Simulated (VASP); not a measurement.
# Bi2S3 (Pnma) in VASP: single point with PBE+D3(BJ)

Aim: the single point of Bi2S3 with PBE+D3(BJ).

Program: VASP 6.6.1. These are calculated values, not measurements. Logs are shortened: lines on timing, memory, paths and dates and some standing lists are left out, and cuts for length are marked.

### 1 The cell of the first run

The structure is orthorhombic, space group Pnma (No. 62). The conventional cell has a = 11.147 Å, b = 3.978 Å, c = 10.961 Å, α = 90.00°, β = 90.00°, γ = 90.00°. Bi (site symmetry m) has 7 S at 2.71 to 3.21 Å within 3.6 Å. Bi (site symmetry m) has 7 S at 2.65 to 3.23 Å within 3.5 Å. S (site symmetry m) has 5 Bi at 2.65 to 2.99 Å within 3.5 Å. S (site symmetry m) has 5 Bi at 2.71 to 3.23 Å and 3 S at 3.29 to 3.53 Å within 3.6 Å. Within 3.6 Å of S (site symmetry m) lie 4 Bi at 2.74 to 3.21 Å and 3 S at 3.29 to 3.53 Å.

### 2 Single point, PBE+D3(BJ)

Input file INCAR:

```
PREC = Accurate
ENCUT = 520
EDIFF = 1E-7
ISMEAR = -1
SIGMA = 0.02
LREAL = Auto
LASPH = T
NELM = 100
ALGO = Normal
ISIF = 2
LWAVE = F
LCHARG = F
GGA = PE
IVDW = 12
NBANDS = 112
```

Input file KPOINTS:

```
Automatic mesh
0
Gamma
  2 6 2
```

Input file POSCAR:

```
Bi2S3
1.0
   11.1468711531      0.0000000000      0.0000000000
    0.0000000000      3.9784905122      0.0000000000
    0.0000000000      0.0000000000     10.9608430967
Bi S
8 12
Direct
    0.0057648289      0.2500000000      0.3248168049
    0.9942351711      0.7500000000      0.6751831951
    0.4942351711      0.7500000000      0.8248168049
    0.5057648289      0.2500000000      0.1751831951
    0.1666155651      0.7500000000      0.0314734656
    0.8333844349      0.2500000000      0.9685265344
    0.3333844349      0.2500000000      0.5314734656
    0.6666155651      0.7500000000      0.4685265344
    0.4497508723      0.7500000000      0.3704476074
    0.5502491277      0.2500000000      0.6295523926
    0.0502491277      0.2500000000      0.8704476074
    0.9497508723      0.7500000000      0.1295523926
    0.1226246679      0.7500000000      0.4426540049
    0.8773753321      0.2500000000      0.5573459951
    0.3773753321      0.2500000000      0.9426540049
    0.6226246679      0.7500000000      0.0573459951
    0.7183531153      0.2500000000      0.3043638501
    0.2816468847      0.7500000000      0.6956361499
    0.7816468847      0.7500000000      0.8043638501
    0.2183531153      0.2500000000      0.1956361499
```

Potentials or basis: VASP PAW PBE potentials, release 64 (Bi_d, S).

Started as:

```bash
$ cat potpaw_PBE.64/Bi_d/POTCAR potpaw_PBE.64/S/POTCAR > POTCAR
$ mpirun -np 1 vasp_std > vasp.out
```

OUTCAR:

```text
PREC = Accurate
   ENCUT = 520
   EDIFF = 1E-7
   ISMEAR = -1
   LREAL = Auto
   LASPH = T
   NELM = 100
   ISIF = 2
   GGA = PE
   IVDW = 12
 IVDW          = 12

 ion  position               nearest neighbor table
   1  0.006  0.250  0.325-  13 2.71  13 2.71  20 2.76  14 2.92  12 2.99  12 2.99  17 3.21
   2  0.994  0.750  0.675-  14 2.71  14 2.71  19 2.76  13 2.92  11 2.99  11 2.99  18 3.21
   3  0.494  0.750  0.825-  15 2.71  15 2.71  18 2.76  16 2.92  10 2.99  10 2.99  19 3.21
   4  0.506  0.250  0.175-  16 2.71  16 2.71  17 2.76  15 2.92   9 2.99   9 2.99  20 3.21
   5  0.167  0.750  0.031-  12 2.65  20 2.74  20 2.74  11 2.96  11 2.96  15 3.23  15 3.23
   6  0.833  0.250  0.969-  11 2.65  19 2.74  19 2.74  12 2.96  12 2.96  16 3.23  16 3.23
   7  0.333  0.250  0.531-  10 2.65  18 2.74  18 2.74   9 2.96   9 2.96  13 3.23  13 3.23
   8  0.667  0.750  0.469-   9 2.65  17 2.74  17 2.74  10 2.96  10 2.96  14 3.23  14 3.23
   9  0.450  0.750  0.370-   8 2.65   7 2.96   7 2.96   4 2.99   4 2.99
  10  0.550  0.250  0.630-   7 2.65   8 2.96   8 2.96   3 2.99   3 2.99
  11  0.050  0.250  0.870-   6 2.65   5 2.96   5 2.96   2 2.99   2 2.99
  12  0.950  0.750  0.130-   5 2.65   6 2.96   6 2.96   1 2.99   1 2.99
  13  0.123  0.750  0.443-   1 2.71   1 2.71   2 2.92   7 3.23   7 3.23
  14  0.877  0.250  0.557-   2 2.71   2 2.71   1 2.92   8 3.23   8 3.23
  15  0.377  0.250  0.943-   3 2.71   3 2.71   4 2.92   5 3.23   5 3.23
  16  0.623  0.750  0.057-   4 2.71   4 2.71   3 2.92   6 3.23   6 3.23
  17  0.718  0.250  0.304-   8 2.74   8 2.74   4 2.76   1 3.21
  18  0.282  0.750  0.696-   7 2.74   7 2.74   3 2.76   2 3.21
  19  0.782  0.750  0.804-   6 2.74   6 2.74   2 2.76   3 3.21
  20  0.218  0.250  0.196-   5 2.74   5 2.74   1 2.76   4 3.21

  LATTYP: Found a simple orthorhombic cell.
 ALAT       =     3.9784905122
 B/A-ratio  =     2.7550255714
 C/A-ratio  =     2.8017840231

  Lattice vectors:

 A1 = (   0.0000000000,   3.9784905122,   0.0000000000)
 A2 = (   0.0000000000,   0.0000000000,  10.9608430967)
 A3 = (  11.1468711531,   0.0000000000,   0.0000000000)

Analysis of symmetry for initial positions (statically):
=====================================================================
 Subroutine PRICEL returns:
 Original cell was already a primitive cell.

 Routine SETGRP: Setting up the symmetry group for a
 simple orthorhombic supercell.

 Subroutine GETGRP returns: Found  8 space group operations
 (whereof  2 operations were pure point group operations)
 out of a pool of  8 trial point group operations.

The static configuration has the point symmetry S_2 .
 The point group associated with its full space group is D_2h.

Analysis of symmetry for dynamics (positions and initial velocities):
=====================================================================
 Subroutine PRICEL returns:
 Original cell was already a primitive cell.

 Routine SETGRP: Setting up the symmetry group for a
 simple orthorhombic supercell.

 Subroutine GETGRP returns: Found  8 space group operations
 (whereof  2 operations were pure point group operations)
 out of a pool of  8 trial point group operations.

The dynamic configuration has the point symmetry S_2 .
 The point group associated with its full space group is D_2h.

 Subroutine INISYM returns: Found  8 space group operations
 (whereof  2 operations are pure point group operations),
 and found     1 'primitive' translations

----------------------------------------------------------------------------------------

                                     Primitive cell

  volume of cell :     486.0884

  direct lattice vectors                    reciprocal lattice vectors
    11.146871153  0.000000000  0.000000000     0.089711273  0.000000000  0.000000000
     0.000000000  3.978490512  0.000000000     0.000000000  0.251351611  0.000000000
     0.000000000  0.000000000 10.960843097     0.000000000  0.000000000  0.091233858

  length of vectors
    11.146871153  3.978490512 10.960843097     0.089711273  0.251351611  0.091233858

  position of ions in fractional coordinates (direct lattice)
     0.005764829  0.250000000  0.324816805
     0.994235171  0.750000000  0.675183195
     0.494235171  0.750000000  0.824816805
     0.505764829  0.250000000  0.175183195
     0.166615565  0.750000000  0.031473466
     0.833384435  0.250000000  0.968526534
[... 12 lines left out ...]
     0.781646885  0.750000000  0.804363850
     0.218353115  0.250000000  0.195636150

  ion indices of the primitive-cell ions
   primitive index   ion index
                 1           1
                 2           2
                 3           3
                 4           4
                 5           5
                 6           6
[... 12 lines left out ...]
                19          19
                20          20

----------------------------------------------------------------------------------------

 KPOINTS: Automatic mesh

Automatic generation of k-mesh.
 Grid dimensions read from file:
 generate k-points for:    2    6    2

 Generating k-lattice:

  Cartesian coordinates                     Fractional coordinates (reciprocal lattice)
     0.044855636  0.000000000  0.000000000     0.500000000  0.000000000  0.000000000
     0.000000000  0.041891935  0.000000000     0.000000000  0.166666667  0.000000000
     0.000000000  0.000000000  0.045616929     0.000000000  0.000000000  0.500000000

  Length of vectors
     0.044855636  0.041891935  0.045616929

  Shift w.r.t. Gamma in fractional coordinates (k-lattice)
     0.000000000  0.000000000  0.000000000

 Subroutine IBZKPT returns following result:
 ===========================================

 Found     16 irreducible k-points:

 Following reciprocal coordinates:
            Coordinates               Weight
  0.000000  0.000000  0.000000      1.000000
  0.500000  0.000000  0.000000      1.000000
  0.000000  0.166667  0.000000      2.000000
  0.500000  0.166667  0.000000      2.000000
  0.000000  0.333333  0.000000      2.000000
  0.500000  0.333333  0.000000      2.000000
[... 8 lines left out ...]
  0.000000  0.500000  0.500000      1.000000
  0.500000  0.500000  0.500000      1.000000
   k-points           NKPTS =     16   k-points in BZ     NKDIM =     16   number of bands    NBANDS=    112
   number of dos      NEDOS =    301   number of ions     NIONS =     20
   total plane-waves  NPLWV = 211680
   dimension x,y,z NGX =    84 NGY =   30 NGZ =   84
   dimension x,y,z NGXF=   168 NGYF=   60 NGZF=  168
   ions per type =               8  12
   NGX,Y,Z   is equivalent  to a cutoff of  12.53, 12.54, 12.74 a.u.
   NGXF,Y,Z  is equivalent  to a cutoff of  25.06, 25.07, 25.48 a.u.
 SYSTEM =  unknown system
   PREC   = accura    normal or accurate (medium, high low for compatibility)
   ISTART =      0    job   : 0-new  1-cont  2-samecut
   ICHARG =      2    charge: 1-file 2-atom 10-const
   ISPIN  =      1    spin polarized calculation?
   LNONCOLLINEAR =      F non collinear calculations
   LSORBIT =      F    spin-orbit coupling
   LASPH  =      T    aspherical Exc in radial PAW
   ENCUT  =  520.0 eV  38.22 Ry    6.18 a.u.  20.73  7.40 20.38*2*pi/ulx,y,z
   NELM   =    100;   NELMIN=  2; NELMDL= -5     # of ELM steps
   EDIFF  = 0.1E-06   stopping-criterion for ELM
   LREAL  =      T    real-space projection
   EDIFFG = 0.1E-05   stopping-criterion for IOM
   NSW    =      0    number of steps for IOM
   IBRION =     -1    ionic relax: 0-MD 1-quasi-New 2-CG
   NFREE  =      0    steps in history (QN), initial steepest desc. (CG)
   ISIF   =      2    stress and relaxation
   ISYM   =      2    0-nonsym 1-usesym 2-fastsym
   POTIM  = 0.5000    time-step for ionic-motion
   TEBEG  =    0.0;   TEEND  =   0.0 temperature during run
   PSTRESS=    0.0 pullay stress
   NELECT =     192.0000    total number of electrons
   NUPDOWN=      -1.0000    fix difference up-down
   EMIN   =  10.00;   EMAX   =-10.00  energy-range for DOS
   EFERMI =   0.00;   METHOD = LEGACY
   ISMEAR =    -1;   SIGMA  =   0.02  broadening in eV -4-tet -1-fermi 0-gaus
   EFERMI_NEDOS =   21; number of points for ismear=-14 and -15
   IALGO  =     38    algorithm
   IMIX   =      4    mixing-type and parameters
     AMIX     =   0.40;   BMIX     =  1.00
     AMIX_MAG =   1.60;   BMIX_MAG =  1.00
  volume/ion in A,a.u.               =      24.30       164.01
  Fermi-wavevector in a.u.,A,eV,Ry     =   1.201167  2.269877 19.630523  1.442803
  Thomas-Fermi vector in A             =   2.336983
   LORBIT       =      0    0 simple, 1 ext, 2 COOP (PROOUT), +10 PAW based schemes
   GGA     = PE    functional components
   LHFCALC =     F    Hartree Fock is set to
   AEXX    =    0.0000 exact exchange contribution
   IVDW    =    12    specifies the selected vdW correction
   LEPSILON=     F    determine dielectric tensor
   LRPA    =     F    only Hartree local field effects (RPA)
 non-spin polarized calculation
  energy-cutoff  :      520.00
  volume of cell :      486.09
 maximum number of plane-waves:     13130
 NGX is ok and might be reduce to    84
   NGX = 41   NGY = 15   NGZ = 41

 number of electron     192.0000055 magnetization

 Free energy of the ion-electron system (eV)
  ---------------------------------------------------
  ext. energy  EPLUGINS =         0.00000000
  ---------------------------------------------------
  free energy    TOTEN  =       -87.31440883 eV

  energy without entropy =      -87.31440883  energy(sigma->0) =      -87.31440883

 E-fermi :   6.0741     XC(G=0):  -9.8912

 val. band max:        5.5999793061   @ k =   0.5000   0.0000   0.0000
 cond. band min:       6.8807843634   @ k =   0.0000   0.0000   0.0000
 fundamental gap:      1.2808050573
 Fermi energy:         6.0740874891

 k-point     1 :       0.0000    0.0000    0.0000
  band No.  band energies     occupation
      1     -16.9538      2.00000
      2     -16.9522      2.00000
      3     -16.9499      2.00000
      4     -16.9497      2.00000
      5     -16.9446      2.00000
      6     -16.9427      2.00000
[... 100 lines left out ...]
    107       8.8377      0.00000
    108       8.9164      0.00000

 k-point     2 :       0.5000    0.0000    0.0000
  band No.  band energies     occupation
      1     -16.9528      2.00000
      2     -16.9528      2.00000
      3     -16.9501      2.00000
      4     -16.9501      2.00000
      5     -16.9438      2.00000
      6     -16.9438      2.00000
[... 1546 lines left out ...]
 k-point    16 :       0.5000    0.5000    0.5000
  band No.  band energies     occupation
      1     -16.9522      2.00000
      2     -16.9522      2.00000
      3     -16.9522      2.00000
      4     -16.9522      2.00000
      5     -16.9453      2.00000
      6     -16.9453      2.00000
[... 100 lines left out ...]
    107       9.3650      0.00000
    108       9.3650      0.00000
 [bands above 108 left out]

------------------------ aborting loop because EDIFF is reached ----------------------------------------

 Edisp (eV)   -7.83748

 E8    (eV) :    -3.3874

  FORCE on cell =-STRESS in cart. coord.  units (eV):
  Direction    XX          YY          ZZ          XY          YZ          ZX
  --------------------------------------------------------------------------------------
  -------------------------------------------------------------------------------------
  Total      -0.24559    -0.33504    -0.10721     0.00000     0.00000     0.00000
  in kB      -0.80947    -1.10431    -0.35338     0.00000     0.00000     0.00000
  external pressure =       -0.76 kB  Pullay stress =        0.00 kB

 VOLUME and BASIS-vectors are now :
 -----------------------------------------------------------------------------
  energy-cutoff  :      520.00
  volume of cell :      486.09
      direct lattice vectors                 reciprocal lattice vectors
    11.146871153  0.000000000  0.000000000     0.089711273  0.000000000  0.000000000
     0.000000000  3.978490512  0.000000000     0.000000000  0.251351611  0.000000000
     0.000000000  0.000000000 10.960843097     0.000000000  0.000000000  0.091233858

 POSITION                                       TOTAL-FORCE (eV/Angst)
 -----------------------------------------------------------------------------------
      0.06426      0.99462      3.56027         0.000102     -0.000000     -0.029900
     11.08261      2.98387      7.40058        -0.000102      0.000000      0.029900
      5.50918      2.98387      9.04069        -0.000102     -0.000000     -0.029900
      5.63770      0.99462      1.92016         0.000102      0.000000      0.029900
      1.85724      2.98387      0.34498        -0.009303     -0.000000     -0.014836
      9.28963      0.99462     10.61587         0.009303      0.000000      0.014836
[... 12 lines left out ...]
      8.71292      2.98387      8.81651        -0.005524     -0.000000      0.000428
      2.43395      0.99462      2.14434         0.005524      0.000000     -0.000428
 -----------------------------------------------------------------------------------
    total drift:                               -0.000000     -0.000000      0.000000

  FREE ENERGIE OF THE ION-ELECTRON SYSTEM (eV)
  ---------------------------------------------------
  free  energy   TOTEN  =       -95.1518932298 eV

  energy  without entropy=      -95.1518932298  energy(sigma->0) =      -95.15189323
```

Run time: 14 min. Hardware: 1 thread of Intel Xeon 6975P-C (Granite Rapids), shared host; peak memory 0.78 GiB.

Results:

* Free energy: -95.1519 eV
* Pressure: -0.1 GPa
* Largest force: 0.030 eV/Å
* Band gap on the k mesh: 1.28 eV, indirect (least direct gap 1.32 eV)
* Dispersion energy per atom: -0.392 eV

Forces in eV/Å, atoms in the order of the input:
```
Bi   0.000  0.000 -0.030
Bi   0.000  0.000  0.030
Bi   0.000  0.000 -0.030
Bi   0.000  0.000  0.030
Bi  -0.009  0.000 -0.015
Bi   0.009  0.000  0.015
Bi   0.009  0.000 -0.015
Bi  -0.009  0.000  0.015
S    0.000  0.000  0.003
S    0.000  0.000 -0.003
S    0.000  0.000  0.003
S    0.000  0.000 -0.003
S   -0.001  0.000 -0.002
S    0.001  0.000  0.002
S    0.001  0.000 -0.002
S   -0.001  0.000  0.002
S    0.006  0.000  0.000
S   -0.006  0.000  0.000
S   -0.006  0.000  0.000
S    0.006  0.000  0.000
```

Caveat: spin-orbit coupling is left out, which moves the levels of the heavy elements.
